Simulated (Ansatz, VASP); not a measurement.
**NbSb in VASP and in Ansatz**

The input INCAR:

```
SYSTEM = NbSb
PREC = Accurate ; ENCUT = 520
EDIFF = 1E-8 ; ISMEAR = -1
SIGMA = 0.05 ; LREAL = .False.
LASPH = .True. ; NELM = 80
ALGO = Normal ; ISIF = 2
LWAVE = .False. ; LCHARG = .False.
GGA = PE ; LEFG = .True.
NBANDS = 16
```

The input KPOINTS:

```
Automatic mesh
0
Gamma
  11 11 10
  0 0 0
```

Contents of POSCAR:

```
NbSb
1.0
    3.6660429034      0.0000000000      0.0000000000
   -1.8330214517      3.1748862857      0.0000000000
    0.0000000000      0.0000000000      3.8879646177
Nb Sb
1 1
Direct
    0.0000000000      0.0000000000      0.0000000000
    0.3333333333      0.6666666667      0.5000000000
```

Input for Ansatz:

```yaml
crystal:
  lattice:
    - [3.6660429034, 0.0, 0.0]
    - [-1.8330214517, 3.1748862857, 0.0]
    - [0.0, 0.0, 3.8879646177]
  atoms:
    - { symbol: Nb, position: [0.0, 0.0, 0.0] }
    - { symbol: Sb, position: [0.3333333333, 0.6666666667, 0.5] }
kpoints:
  mp_grid: { grid: [11, 11, 10] }
scf:
  occupations: { method: fermi_dirac, width: 0.05 }
hamiltonian:
  xc: pbe
  pseudopotentials: { kind: all_electron, datasets: crystal }
output:
  forces: true
  stress: true
  eigenvalues: true
  efg: { contact_densities: true }
```

Change from the starting cell: volume scaled by 1.06, crystal datasets.

Alike in both runs: task electric field gradients; functional PBE; k mesh 11 × 11 × 10; occupations fermi-dirac, width 0.05 eV; no spin polarisation.

```csv
,VASP,Ansatz
version,VASP 6.6.1,Ansatz 0.2.0
potentials or method,"VASP PAW PBE potentials, release 64 (Nb_sv, Sb), cutoff 520 eV","all-electron PAW with datasets made for the crystal, scalar-relativistic"
```

```csv
,VASP,Ansatz,Ansatz less VASP
pressure (GPa),-6.8,-6.6,+0.18
"traceless stress, the component that is largest in VASP (GPa)",-1.47,-1.47,+0.004
size of Vzz on the site where it differs most (V/Å²),7.2,9.4,+2.14
```

Ansatz ran all-electron here, and VASP with PAW potentials.

Neither program's run includes spin-orbit coupling.
